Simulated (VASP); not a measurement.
# Re (Fm-3m) in VASP: a series of runs, part 2 of 2

VASP 6.6.1. The steps go on from the part before.

**3. Single point, PBEsol**

This run uses another cell than the first one, of 14.60 Å³/atom, 1.087 times its volume.

The input, INCAR:

```
SYSTEM = Re
PREC = Accurate
ENCUT = 520
EDIFF = 1E-6
ISMEAR = -1
SIGMA = 0.05
LREAL = .FALSE.
LASPH = .TRUE.
NELM = 80
ALGO = Normal
ISIF = 2
LWAVE = .FALSE.
LCHARG = .FALSE.
GGA = PS
NBANDS = 10
```

The input, KPOINTS:

```
regular mesh
0
G
  17 17 17
  0 0 0
```

The input, POSCAR:

```
Re
1.0
    0.0000000000      1.9399896624      1.9399896624
    1.9399896624      0.0000000000      1.9399896624
    1.9399896624      1.9399896624      0.0000000000
Re
1
Direct
    0.0000000000      0.0000000000      0.0000000000
```

Potentials or basis: VASP PAW PBE potentials, release 64 (Re).

On the command line:

```bash
$ cat potpaw_PBE.64/Re/POTCAR > POTCAR
$ mpirun -np 1 vasp_std > vasp.out
```

OUTCAR:

```text
SYSTEM = Re
   PREC = Accurate
   ENCUT = 520
   EDIFF = 1E-6
   ISMEAR = -1
   LREAL = .FALSE.
   LASPH = .TRUE.
   NELM = 80
   ISIF = 2
   GGA = PS

 ion  position               nearest neighbor table
   1  0.000  0.000  0.000-

  LATTYP: Found a face centered cubic cell.
 ALAT       =     3.8799793248

  Lattice vectors:

 A1 = (   0.0000000000,   1.9399896624,   1.9399896624)
 A2 = (   1.9399896624,   0.0000000000,   1.9399896624)
 A3 = (   1.9399896624,   1.9399896624,   0.0000000000)

Analysis of symmetry for initial positions (statically):
[... 482 lines left out ...]
      5       8.7738      0.00000
      6       9.4334      0.00000
      7      23.8007      0.00000
      8      24.9950      0.00000
      9      28.6050      0.00000
     10      29.9913      0.00000

 [... further k-points ...]
[... 5 lines left out ...]
  --------------------------------------------------------------------------------------
  -------------------------------------------------------------------------------------
  Total       -0.0043187     -0.0043187     -0.0043187     -0.0000000      0.0000000      0.0000000
  in kB       -0.4738453     -0.4738453     -0.4738453     -0.0000000      0.0000000      0.0000000
  external PRESSURE =      -0.4738453 kB  Pullay stress =       0.0000000 kB

 VOLUME and BASIS-vectors are now :
 -----------------------------------------------------------------------------
  energy-cutoff  :      520.00
  volume of cell :       14.60
      direct lattice vectors                 reciprocal lattice vectors
     0.000000000  1.939989662  1.939989662    -0.257733332  0.257733332  0.257733332
     1.939989662  0.000000000  1.939989662     0.257733332 -0.257733332  0.257733332
     1.939989662  1.939989662  0.000000000     0.257733332  0.257733332 -0.257733332

 POSITION                                       TOTAL-FORCE (eV/Angst)
 -----------------------------------------------------------------------------------
      0.00000      0.00000      0.00000         0.000000      0.000000     -0.000000
 -----------------------------------------------------------------------------------
    total drift:                               -0.000000     -0.000000     -0.000000

  FREE ENERGIE OF THE ION-ELECTRON SYSTEM (eV)
  ---------------------------------------------------
  free  energy   TOTEN  =       -13.3042789765 eV

  energy  without entropy=      -13.2965653103  energy(sigma->0) =      -13.30042214
```

OSZICAR:

```text
N       E                     dE             d eps       ncg     rms          rms(c)
DAV:   1     0.482559976660E+01    0.48256E+01   -0.34177E+03  5192   0.766E+02
DAV:   2    -0.136497805179E+02   -0.18475E+02   -0.17000E+02  5062   0.168E+02
DAV:   3    -0.140586817255E+02   -0.40890E+00   -0.40341E+00  5446   0.409E+01
DAV:   4    -0.140608029767E+02   -0.21213E-02   -0.21190E-02  5278   0.135E+00
DAV:   5    -0.140608083405E+02   -0.53639E-05   -0.53632E-05  4914   0.325E-02    0.318E+01
DAV:   6    -0.135030264647E+02    0.55778E+00   -0.45533E-01  5216   0.174E+01    0.132E+01
DAV:   7    -0.133104995476E+02    0.19253E+00   -0.35045E-01  5248   0.146E+01    0.629E-01
DAV:   8    -0.133047927225E+02    0.57068E-02   -0.26057E-03  4946   0.389E-01    0.107E-01
DAV:   9    -0.133042752869E+02    0.51744E-03   -0.33229E-04  4700   0.143E-01    0.281E-02
DAV:  10    -0.133042788407E+02   -0.35538E-05   -0.20233E-05  4388   0.487E-02    0.293E-03
DAV:  11    -0.133042789765E+02   -0.13573E-06   -0.23570E-07  3000   0.788E-03
   1 F= -.13304279E+02 E0= -.13300422E+02  d E =-.771367E-02
```

stdout:

```text
POSCAR found type information on POSCAR Re
 POSCAR found :  1 types and       1 ions
 scaLAPACK will be used
 -----------------------------------------------------------------------------
|                                                                             |
|                                                                             |
|     You enforced a specific xc type in the INCAR file but a different       |
|     I HOPE YOU KNOW WHAT YOU ARE DOING!                                     |
|                                                                             |
 -----------------------------------------------------------------------------

 LDA part: xc-table for (Slater+PW92), standard interpolation
 POSCAR, INCAR and KPOINTS ok, starting setup
 FFT: planning ... GRIDC
 FFT: planning ... GRID_SOFT
 FFT: planning ... GRID
 WAVECAR not read
 entering main loop
```

Wall time 23 s (1 thread of AMD EPYC 7R13 (Zen 3), shared host); peak memory 0.11 GiB.

Results:

* Free energy: -13.3043 eV
* Pressure: 0.0 GPa

Caveat: the PAW data sets were made with another functional, which shifts forces and pressure a little; spin-orbit coupling is left out, which moves the levels of the heavy elements.

**4. Single point, PBEsol**

This run uses another cell than the first one, of 14.60 Å³/atom, 1.087 times its volume.

The input, INCAR:

```
  PREC = Accurate
  ENCUT = 520
  EDIFF = 1E-6
  ISMEAR = -1
  SIGMA = 0.05
  LREAL = F
  LASPH = T
  NELM = 60
  ALGO = Normal
  ISIF = 2
  LWAVE = F
  LCHARG = T
  GGA = PS
  LELF = T
  LVHAR = T
  NBANDS = 10
```

The input, KPOINTS:

```
Automatic mesh
0
Gamma
  17 17 17
```

POSCAR is that of step 3.

On the command line:

```bash
$ cat potpaw_PBE.64/Re/POTCAR > POTCAR
$ mpirun -np 1 vasp_std > vasp.out
```

Wall time 24 s (1 thread of AMD EPYC 7R13 (Zen 3), shared host); peak memory 0.11 GiB.

It converged, with:

| Property | Result |
| --- | --- |
| Free energy | -13.3043 eV |
| Pressure | 0.0 GPa |

Levels at points of the mesh, in eV from the Fermi level:
```
           k point  band 1  band 2  band 3  band 4  band 5  band 6  band 7  band 8  band 9
(0.00, 0.00, 0.00)  -10.25   -1.97   -1.97   -1.97    1.26    1.26   13.93   19.61   19.61
```

Caveat: the PAW data sets were made with another functional, which shifts forces and pressure a little; spin-orbit coupling is left out, which moves the levels of the heavy elements.
